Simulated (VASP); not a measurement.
Here is a VASP 6.6.1 calculation.

INCAR

```
SYSTEM = BN
ALGO = Normal
EDIFF = 1E-6
ENCUT = 520
GGA = PE
ISIF = 2
ISMEAR = 0
LASPH = .TRUE.
LCHARG = .TRUE.
LELF = .TRUE.
LREAL = .FALSE.
LVHAR = .TRUE.
LWAVE = .FALSE.
NBANDS = 16
NELM = 60
PREC = Accurate
SIGMA = 0.05
```

The input KPOINTS:

```
k-points
0
G
  6 6 6
  0 0 0
```

POSCAR

```
BN
1.0
    0.0000000000     -1.8123937734     -1.8123937734
   -1.8123937734      0.0000000000     -1.8123937734
    1.8123937734      1.8123937734     -3.6247875468
B N
2 2
Direct
   -0.0105095983      0.0165324950      0.0000000000
    0.5105095983      0.4834675050      0.5000000000
    0.3642448416      0.3919187821      0.8750000000
    0.8857551584      0.8580812179      0.3750000000
```

Potentials or basis: VASP PAW PBE potentials, release 64 (B, N).

Command:

```bash
$ cat potpaw_PBE.64/B/POTCAR potpaw_PBE.64/N/POTCAR > POTCAR
$ mpirun -np 1 vasp_std > vasp.out
```

**Question.** What does it give for the band gap on the k mesh?

**Answer.** 4.42 eV.

**Question.** Estimate the largest force.

**Answer.** 0.458 eV/Å.

Forces in eV/Å, atoms in the order of the input:
```
B    0.274 -0.176  0.100
B   -0.279  0.176 -0.101
N    0.370 -0.234  0.135
N   -0.365  0.235 -0.134
```

Caveat: the k points lie up to 0.48 Å⁻¹ apart; the cell differs from its parent crystal (mode 4 frozen in at -0.034 Å and mode 5 at +0.017 Å (largest displacements)). A k mesh can miss the band edges.
